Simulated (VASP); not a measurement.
A run of VASP 6.6.1 is set up as follows.

INCAR

```
PREC     = Accurate       # precision mode
ENCUT    = 590            # plane-wave cutoff, eV
EDIFF    = 1E-6           # SCF threshold, eV
ISMEAR   = 0              # smearing method
SIGMA    = 0.1            # smearing width, eV
LREAL    = F              # projectors in reciprocal space
LASPH    = T              # aspherical terms in the spheres
NELM     = 300            # most SCF steps
ALGO     = All            # electronic algorithm
ISIF     = 2              # what is computed and relaxed
LWAVE    = F              # write WAVECAR
LCHARG   = F              # write CHGCAR
GGA      = PE             # functional
NBANDS   = 63             # bands
GGA_COMPAT= F            
ISEARCH  = 1            
KPAR     = 4
```

KPOINTS

```
regular mesh
0
Gamma
  6 6 4
```

File POSCAR:

```
Nb3Sn
1.0
    0.0000000000      4.2244174292      0.0000000000
    0.0000000000      0.0000000000      4.2244174292
    8.4488348585      0.0000000000      0.0000000000
Nb Sn
6 2
Direct
    0.5000000000      0.5000000000      0.5000000000
    0.5000000000      0.5000000000      1.0000000000
    0.0000000000      0.5000000000      0.2500000000
    0.0000000000      0.5000000000      0.7500000000
    0.5000000000      0.0000000000      0.2500000000
    0.5000000000      0.0000000000      0.7500000000
    0.0000000000      0.0000000000      0.5000000000
    0.0000000000      0.0000000000      1.0000000000
```

Potentials or basis: VASP PAW PBE potentials, release 64 (Nb_sv, Sn_d).

Launch:

```sh
$ cat potpaw_PBE.64/Nb_sv/POTCAR potpaw_PBE.64/Sn_d/POTCAR > POTCAR
$ mpirun -np 4 vasp_std > vasp.out
```

Question: Predict the band gap on the k mesh.

Answer: Zero (bands 53 and 54 overlap by 0.72 eV).

Question: Predict the pressure.

Answer: -0.3 GPa.

Caveat: spin-orbit coupling is left out, which moves the levels of the heavy elements.
